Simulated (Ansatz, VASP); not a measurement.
Two plane-wave programs on RbBr

```xyz
2
Lattice="4.1261 0.0000 0.0000 0.0000 4.1261 0.0000 0.0000 0.0000 4.1261" Properties=species:S:1:pos:R:3 pbc="T T T"
Rb    0.0000    0.0000    0.0000
Br    2.0630    2.0630    2.0630
```

Alike in both runs: task single point; functional PBEsol; k mesh 6 × 6 × 6; occupations gaussian, width 0.05 eV; no spin polarisation.

```csv
,VASP,Ansatz
version,VASP 6.6.1,Ansatz 0.2.0
potentials or method,"VASP PAW PBE potentials, release 64 (Rb_sv, Br), cutoff 520 eV","scalar-relativistic, plane waves, PAW"
valence electrons in the cell,16,16
```

Ansatz gave:

- gap on the k mesh at the Fermi level (eV): 3.91
- least direct gap on the mesh (eV): 4.06
- pressure (GPa): -0.6

What did VASP give for the same quantities?

gap on the k mesh at the Fermi level (eV): 3.90; least direct gap on the mesh (eV): 4.06; pressure (GPa): -0.6.

VASP's potentials were made for PBE, not for PBEsol.
